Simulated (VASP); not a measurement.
# HfC (NiAs type) (P6_3/mmc) in VASP: notebook, part 2 of 2

VASP 6.6.1. The steps go on from the part before.

### Step 4. Relaxation of shape and atoms at fixed volume, PBE

This run uses another cell than the first one, of 9.59 Å³/atom, 1.309 times its volume.

The input, INCAR:

```
ALGO = Normal ; EDIFF = 1E-6
EDIFFG = -0.005 ; ENCUT = 600
GGA = PE ; IBRION = 2
ISIF = 4 ; ISMEAR = -1
LASPH = T ; LCHARG = F
LREAL = F ; LWAVE = F
NELM = 80 ; NSW = 50
PREC = Accurate ; SIGMA = 0.05
```

The input, KPOINTS:

```
k-points
0
Gamma
  10 10 6
```

The input, POSCAR:

```
HfC
1.0
    2.9274536616      0.0000000000      0.0000000000
   -1.4637268308      2.5352492394      0.0000000000
    0.0000000000      0.0000000000      5.1684208442
Hf C
2 2
Direct
    0.0000000000      0.0000000000      0.0000000000
    0.0000000000      0.0000000000      0.5000000000
    0.3333333333      0.6666666667      0.2500000000
    0.6666666667      0.3333333333      0.7500000000
```

Potentials or basis: VASP PAW PBE potentials, release 64 (Hf_pv, C).

Launch:

```bash
$ cat potpaw_PBE.64/Hf_pv/POTCAR potpaw_PBE.64/C/POTCAR > POTCAR
$ mpirun -np 1 vasp_std > vasp.out
```

OUTCAR:

```text
EDIFF = 1E-6
   EDIFFG = -0.005
   ENCUT = 600
   GGA = PE
   IBRION = 2
   ISIF = 4
   ISMEAR = -1
   LASPH = T
   LREAL = F
   NELM = 80
   NSW = 50
   PREC = Accurate

 ion  position               nearest neighbor table
   1  0.000  0.000  0.000-   3 2.13   4 2.13   4 2.13   3 2.13   4 2.13   3 2.13   2 2.58   2 2.58

   2  0.000  0.000  0.500-   3 2.13   4 2.13   4 2.13   3 2.13   4 2.13   3 2.13   1 2.58   1 2.58

   3  0.333  0.667  0.250-   1 2.13   2 2.13   1 2.13   2 2.13   1 2.13   2 2.13
   4  0.667  0.333  0.750-   1 2.13   2 2.13   1 2.13   2 2.13   1 2.13   2 2.13

  LATTYP: Found a hexagonal cell.
 ALAT       =     2.9274536616
 C/A-ratio  =     1.7655004798

  Lattice vectors:

 A1 = (   2.9274536616,   0.0000000000,   0.0000000000)
 A2 = (  -1.4637268308,   2.5352492394,   0.0000000000)
 A3 = (   0.0000000000,   0.0000000000,   5.1684208442)

Analysis of symmetry for initial positions (statically):
=====================================================================
 Subroutine PRICEL returns:
 Original cell was already a primitive cell.

 Routine SETGRP: Setting up the symmetry group for a
 hexagonal supercell.

 Subroutine GETGRP returns: Found 24 space group operations
 (whereof 12 operations were pure point group operations)
 out of a pool of 24 trial point group operations.

The static configuration has the point symmetry D_3d.
 The point group associated with its full space group is D_6h.

Analysis of symmetry for dynamics (positions and initial velocities):
=====================================================================
 Subroutine PRICEL returns:
 Original cell was already a primitive cell.

 Routine SETGRP: Setting up the symmetry group for a
 hexagonal supercell.

 Subroutine GETGRP returns: Found 24 space group operations
 (whereof 12 operations were pure point group operations)
 out of a pool of 24 trial point group operations.

The dynamic configuration has the point symmetry D_3d.
 The point group associated with its full space group is D_6h.

 Subroutine INISYM returns: Found 24 space group operations
 (whereof 12 operations are pure point group operations),
 and found     1 'primitive' translations

----------------------------------------------------------------------------------------

                                     Primitive cell

  volume of cell :      38.3591

  direct lattice vectors                    reciprocal lattice vectors
     2.927453662  0.000000000  0.000000000     0.341593793  0.197219268  0.000000000
    -1.463726831  2.535249239  0.000000000     0.000000000  0.394438537  0.000000000
     0.000000000  0.000000000  5.168420844     0.000000000  0.000000000  0.193482696

  length of vectors
     2.927453662  2.927453662  5.168420844     0.394438537  0.394438537  0.193482696

  position of ions in fractional coordinates (direct lattice)
     0.000000000  0.000000000  0.000000000
     0.000000000  0.000000000  0.500000000
     0.333333333  0.666666667  0.250000000
     0.666666667  0.333333333  0.750000000

  ion indices of the primitive-cell ions
   primitive index   ion index
                 1           1
                 2           2
                 3           3
                 4           4

[... 63 lines left out ...]
   ISTART =      0    job   : 0-new  1-cont  2-samecut
   ICHARG =      2    charge: 1-file 2-atom 10-const
   ISPIN  =      1    spin polarized calculation?
   LNONCOLLINEAR =      F non collinear calculations
   LSORBIT =      F    spin-orbit coupling
   LASPH  =      T    aspherical Exc in radial PAW
   ENCUT  =  600.0 eV  44.10 Ry    6.64 a.u.   5.85  5.85 10.32*2*pi/ulx,y,z
   NELM   =     80;   NELMIN=  2; NELMDL= -5     # of ELM steps
   EDIFF  = 0.1E-05   stopping-criterion for ELM
   LREAL  =      F    real-space projection
   EDIFFG = -.5E-02   stopping-criterion for IOM
   NSW    =     50    number of steps for IOM
   IBRION =      2    ionic relax: 0-MD 1-quasi-New 2-CG
   NFREE  =      1    steps in history (QN), initial steepest desc. (CG)
   ISIF   =      4    stress and relaxation
   ISYM   =      2    0-nonsym 1-usesym 2-fastsym
   POTIM  = 0.5000    time-step for ionic-motion
   TEBEG  =    0.0;   TEEND  =   0.0 temperature during run
   PSTRESS=    0.0 pullay stress
   NELECT =      28.0000    total number of electrons
   NUPDOWN=      -1.0000    fix difference up-down
   EMIN   =  10.00;   EMAX   =-10.00  energy-range for DOS
   EFERMI =   0.00;   METHOD = LEGACY
   ISMEAR =    -1;   SIGMA  =   0.05  broadening in eV -4-tet -1-fermi 0-gaus
   EFERMI_NEDOS =   21; number of points for ismear=-14 and -15
   IALGO  =     38    algorithm
   IMIX   =      4    mixing-type and parameters
     AMIX     =   0.40;   BMIX     =  1.00
     AMIX_MAG =   1.60;   BMIX_MAG =  1.00
  volume/ion in A,a.u.               =       9.59        64.72
  Fermi-wavevector in a.u.,A,eV,Ry     =   1.474024  2.785502 29.562028  2.172748
  Thomas-Fermi vector in A             =   2.588846
   LORBIT       =      0    0 simple, 1 ext, 2 COOP (PROOUT), +10 PAW based schemes
   GGA     = PE    functional components
   LHFCALC =     F    Hartree Fock is set to
   AEXX    =    0.0000 exact exchange contribution
   IVDW    =     0    specifies the selected vdW correction
   LEPSILON=     F    determine dielectric tensor
   LRPA    =     F    only Hartree local field effects (RPA)
 conjugate gradient relaxation of ions
 non-spin polarized calculation
  energy-cutoff  :      600.00
  volume of cell :       38.36
 maximum number of plane-waves:      1293
 NGX is ok and might be reduce to    24
   NGX = 11   NGY = 11   NGZ = 21

--------------------------------------- Ionic step        1  -------------------------------------------

 number of electron      28.0000006 magnetization

 Free energy of the ion-electron system (eV)
  ---------------------------------------------------
  ext. energy  EPLUGINS =         0.00000000
  ---------------------------------------------------
  free energy    TOTEN  =       -35.35752778 eV

  energy without entropy =      -35.34540068  energy(sigma->0) =      -35.35146423

------------------------ aborting loop because EDIFF is reached ----------------------------------------

  FORCE on cell =-STRESS in cart. coord.  units (eV):
  Direction    XX          YY          ZZ          XY          YZ          ZX
  --------------------------------------------------------------------------------------
  -------------------------------------------------------------------------------------
  Total       29.3955074     29.3955075     34.0835345     -0.0000000      0.0000000      0.0000000
  in kB     1227.7868689   1227.7868690   1423.5956365     -0.0000000      0.0000000      0.0000000
  external PRESSURE =    1293.0564581 kB  Pullay stress =       0.0000000 kB
[... 95 lines left out ...]
  FREE ENERGIE OF THE ION-ELECTRON SYSTEM (eV)
  ---------------------------------------------------
  free  energy   TOTEN  =       -35.4022188329 eV

  energy  without entropy=      -35.3918984441  energy(sigma->0) =      -35.39705864

[... ionic steps 4 to 13 ...]

--------------------------------------- Ionic step       14  -------------------------------------------

 number of electron      28.0000003 magnetization

------------------------ aborting loop because EDIFF is reached ----------------------------------------
[... 71 lines left out ...]
--------------------------------------- Ionic step       16  -------------------------------------------

 number of electron      28.0000003 magnetization

 Free energy of the ion-electron system (eV)
  ---------------------------------------------------
  ext. energy  EPLUGINS =         0.00000000
  ---------------------------------------------------
  free energy    TOTEN  =       -35.40222022 eV

  energy without entropy =      -35.39189851  energy(sigma->0) =      -35.39705937

 E-fermi :   8.2363     XC(G=0): -13.6373

 val. band max:        8.2094446257   @ k =   0.2000   0.0000   0.0000
 cond. band min:       8.2543309169   @ k =   0.4000   0.0000   0.3333
 fundamental gap:      0.0448862912
 Fermi energy:         8.2363348920

 k-point     1 :       0.0000    0.0000    0.0000
  band No.  band energies     occupation
      1     -22.4032      2.00000
      2     -20.2507      2.00000
      3     -20.2507      2.00000
      4     -19.9671      2.00000
      5     -19.9671      2.00000
      6     -19.8477      2.00000
[... 481 lines left out ...]
      5     -20.4357      2.00000
      6     -19.7785      2.00000
[... 10 lines left out ...]
     17      14.6037      0.00000
     18      15.8874      0.00000

 [... further k-points ...]
[... 5 lines left out ...]
  --------------------------------------------------------------------------------------
  -------------------------------------------------------------------------------------
  Total       30.6964572     30.6964572     30.7053429      0.0000000     -0.0000000      0.0000000
  in kB     1282.1247305   1282.1247309   1282.4958651      0.0000000     -0.0000000      0.0000000
  external PRESSURE =    1282.2484422 kB  Pullay stress =       0.0000000 kB
[... 19 lines left out ...]
  FREE ENERGIE OF THE ION-ELECTRON SYSTEM (eV)
  ---------------------------------------------------
  free  energy   TOTEN  =       -35.4022202217 eV

  energy  without entropy=      -35.3918985101  energy(sigma->0) =      -35.39705937

 reached required accuracy - stopping structural energy minimisation
```

Run time: 1.8 min. Hardware: 1 thread of AMD EPYC 9R45 (Zen 5), shared host; peak memory 0.16 GiB.

Results:

```yaml
Free_energy: -35.4022 eV
Energy_gained_by_relaxing: 11.2 meV/atom
Ionic_steps: 16
Pressure_after_relaxing: 128.2 GPa
Band_gap_on_the_k_mesh: zero (band 14 reaches 9.92 eV, above the bottom of band 15 at 7.79 eV)
```

Step by step:
| step | energy change (eV) | largest force (eV/Å) | pressure (GPa) | volume (Å³) |
| --- | --- | --- | --- | --- |
| 1 | 0.0000 | 0.0000 | 129.31 | 38.36 |
| 2 | -0.0058 | 0.0000 | 126.89 | 38.36 |
| 3 | -0.0447 | 0.0000 | 128.23 | 38.36 |
| 4 | -0.0447 | 0.0000 | 128.24 | 38.36 |
| 5 | -0.0447 | 0.0000 | 128.24 | 38.36 |
| 6 | -0.0447 | 0.0000 | 128.24 | 38.36 |
| 7 | -0.0447 | 0.0000 | 128.24 | 38.36 |
| 8 | -0.0447 | 0.0000 | 128.24 | 38.36 |
| 9 | -0.0447 | 0.0000 | 128.24 | 38.36 |
| 10 | -0.0447 | 0.0000 | 128.24 | 38.36 |
| 11 | -0.0447 | 0.0000 | 128.24 | 38.36 |
| 12 | -0.0447 | 0.0000 | 128.24 | 38.36 |
| 13 | -0.0447 | 0.0000 | 128.24 | 38.36 |
| 14 | -0.0447 | 0.0000 | 128.24 | 38.36 |
| 15 | -0.0447 | 0.0000 | 128.23 | 38.36 |
| 16 | -0.0447 | 0.0000 | 128.22 | 38.36 |

Final structure:
```
CELL_PARAMETERS angstrom
2.89959 0.00000 0.00000
-1.44979 2.51112 0.00000
0.00000 0.00000 5.26824
ATOMIC_POSITIONS crystal
Hf 0.00000 0.00000 0.00000
Hf 0.00000 0.00000 0.50000
C 0.33333 0.66667 0.25000
C 0.66667 0.33333 0.75000
```

Caveat: spin-orbit coupling is left out, which moves the levels of the heavy elements.

### Step 5. Relaxation of shape and atoms at fixed volume, PBE

This run uses another cell than the first one, of 10.66 Å³/atom, 1.455 times its volume.

The input, INCAR:

```
  ALGO = Normal
  EDIFF = 1E-6
  EDIFFG = -0.005
  ENCUT = 600
  GGA = PE
  IBRION = 2
  ISIF = 4
  ISMEAR = -1
  LASPH = True
  LCHARG = False
  LREAL = False
  LWAVE = False
  NELM = 80
  NSW = 50
  PREC = Accurate
  SIGMA = 0.05
```

KPOINTS is that of step 4.

The input, POSCAR:

```
HfC
1.0
    3.0320930590      0.0000000000      0.0000000000
   -1.5160465295      2.6258696157      0.0000000000
    0.0000000000      0.0000000000      5.3531617505
Hf C
2 2
Direct
    0.0000000000      0.0000000000      0.0000000000
    0.0000000000      0.0000000000      0.5000000000
    0.3333333333      0.6666666667      0.2500000000
    0.6666666667      0.3333333333      0.7500000000
```

Launch:

```bash
$ cat potpaw_PBE.64/Hf_pv/POTCAR potpaw_PBE.64/C/POTCAR > POTCAR
$ mpirun -np 1 vasp_std > vasp.out
```

Run time: 57 s. Hardware: 1 thread of AMD EPYC 9R45 (Zen 5), shared host; peak memory 0.17 GiB.

The run converged. Its results:

```yaml
Free_energy: -38.0052 eV
Energy_gained_by_relaxing: 5.1 meV/atom
Ionic_steps: 3
Pressure_after_relaxing: 71.1 GPa
Band_gap_on_the_k_mesh: zero (band 14 reaches 8.84 eV, above the bottom of band 15 at 6.91 eV)
```

Step by step:
| step | energy change (eV) | largest force (eV/Å) | pressure (GPa) | volume (Å³) |
| --- | --- | --- | --- | --- |
| 1 | 0.0000 | 0.0000 | 71.78 | 42.62 |
| 2 | 0.0001 | 0.0000 | 70.52 | 42.62 |
| 3 | -0.0203 | 0.0000 | 71.15 | 42.62 |

Final structure:
```yaml
crystal:
  lattice:
    - [3.01278, 0.00000, 0.00000]
    - [-1.50639, 2.60914, 0.00000]
    - [0.00000, 0.00000, 5.42201]
  atoms:
    - { symbol: Hf, position: [0.00000, 0.00000, 0.00000] }
    - { symbol: Hf, position: [0.00000, 0.00000, 0.50000] }
    - { symbol: C, position: [0.33333, 0.66667, 0.25000] }
    - { symbol: C, position: [0.66667, 0.33333, 0.75000] }
```

Levels at points of the mesh, in eV from the Fermi level:
```
           k point  band 12  band 13  band 14  band 15  band 16  band 17
(0.00, 0.00, 0.00)    -1.74     0.92     1.65     1.65     2.46     2.49
(0.50, 0.00, 0.00)    -1.77    -1.54    -0.48     0.71     2.03     6.71
(0.00, 0.00, 0.50)    -1.45    -1.45    -1.45     3.36     3.36     3.81
(0.50, 0.00, 0.50)    -2.02    -1.61    -1.61     1.32     1.32     7.35
```

Caveat: spin-orbit coupling is left out, which moves the levels of the heavy elements.

### Step 6. Relaxation of shape and atoms at fixed volume, PBE

This run uses another cell than the first one, of 11.72 Å³/atom, 1.600 times its volume.

The input, INCAR:

```
SYSTEM = HfC
ALGO     = Normal         ! electronic algorithm
EDIFF    = 1E-6           ! SCF threshold, eV
EDIFFG   = -0.005         ! ionic threshold
ENCUT    = 600            ! plane-wave cutoff, eV
GGA      = PE             ! functional
IBRION   = 2              ! ionic algorithm
ISIF     = 4              ! what is computed and relaxed
ISMEAR   = -1             ! smearing method
LASPH    = .True.         ! aspherical terms in the spheres
LCHARG   = .False.        ! write CHGCAR
LREAL    = .False.        ! projectors in reciprocal space
LWAVE    = .False.        ! write WAVECAR
NELM     = 80             ! most SCF steps
NSW      = 50             ! ionic steps
PREC     = Accurate       ! precision mode
SIGMA    = 0.05           ! smearing width, eV
```

The input, KPOINTS:

```
k-points
0
Gamma
  10 10 6
  0 0 0
```

The input, POSCAR:

```
HfC
1.0
    3.1299693730      0.0000000000      0.0000000000
   -1.5649846865      2.7106329901      0.0000000000
    0.0000000000      0.0000000000      5.5259624299
Hf C
2 2
Direct
    0.0000000000      0.0000000000      0.0000000000
    0.0000000000      0.0000000000      0.5000000000
    0.3333333333      0.6666666667      0.2500000000
    0.6666666667      0.3333333333      0.7500000000
```

Potentials or basis: VASP PAW PBE potentials, release 64 (Hf_pv, C).

Launch:

```bash
$ cat potpaw_PBE.64/Hf_pv/POTCAR potpaw_PBE.64/C/POTCAR > POTCAR
$ mpirun -np 1 vasp_std > vasp.out
```

Wall time 72 s (1 thread of AMD EPYC 9R45 (Zen 5), shared host); peak memory 0.19 GiB.

Results (log left out):

```yaml
Free_energy: -39.3682 eV
Energy_gained_by_relaxing: 1.7 meV/atom
Ionic_steps: 3
Pressure_after_relaxing: 33.6 GPa
Band_gap_on_the_k_mesh: zero (band 14 reaches 7.92 eV, above the bottom of band 15 at 6.17 eV)
```

Step by step:
```
step  energy change (eV)  largest force (eV/Å)  pressure (GPa)  volume (Å³)
   1              0.0000                0.0000           33.94        46.88
   2              0.0004                0.0000           33.14        46.88
   3             -0.0068                0.0000           33.55        46.88
```

Final structure:
```
Hf C
1.0
     3.11850    0.00000    0.00000
    -1.55925    2.70070    0.00000
     0.00000    0.00000    5.56669
Hf C
2 2
Direct
  0.00000 0.00000 0.00000
  0.00000 0.00000 0.50000
  0.33333 0.66667 0.25000
  0.66667 0.33333 0.75000
```

Levels at points of the mesh, in eV from the Fermi level:
```
           k point  band 11  band 12  band 13  band 14  band 15  band 16  band 17  band 18
(0.00, 0.00, 0.00)    -2.51    -1.43     0.87     1.55     1.55     2.33     2.33     2.40
(0.50, 0.00, 0.00)    -2.84    -1.80    -1.28    -0.74     0.55     2.10     6.19     6.56
(0.00, 0.00, 0.50)    -1.28    -1.28    -1.28    -1.28     3.18     3.18     3.55     3.55
(0.50, 0.00, 0.50)    -1.96    -1.96    -1.47    -1.47     1.24     1.24     6.71     6.71
```

Caveat: spin-orbit coupling is left out, which moves the levels of the heavy elements.

### Step 7. Overview

| cell | gap on the mesh (eV) | pressure (GPa) |
| --- | --- | --- |
| relaxed from a = 2.676, b = 2.676, c = 4.725 Å, angles 90.0, 90.0, 120.0°, 4 atoms | none | 375.6 |
| relaxed from a = 2.815, b = 2.815, c = 4.969 Å, angles 90.0, 90.0, 120.0°, 4 atoms | none | 214.8 |
| relaxed from a = 2.927, b = 2.927, c = 5.168 Å, angles 90.0, 90.0, 120.0°, 4 atoms | none | 128.2 |
| relaxed from a = 3.032, b = 3.032, c = 5.353 Å, angles 90.0, 90.0, 120.0°, 4 atoms | none | 71.1 |
| relaxed from a = 3.130, b = 3.130, c = 5.526 Å, angles 90.0, 90.0, 120.0°, 4 atoms | none | 33.6 |

Alike in all rows: task relaxation of shape and atoms at fixed volume; level PBE; potentials or basis VASP PAW PBE potentials, release 64 (Hf_pv, C); no spin polarisation; k mesh 10 × 10 × 6; cutoff (eV) 600; smearing fermi-dirac 0.05 eV.

Caveats: spin-orbit coupling is left out, which moves the levels of the heavy elements.

Total energies depend on the potentials used, so only differences within one code and one set of settings carry meaning.
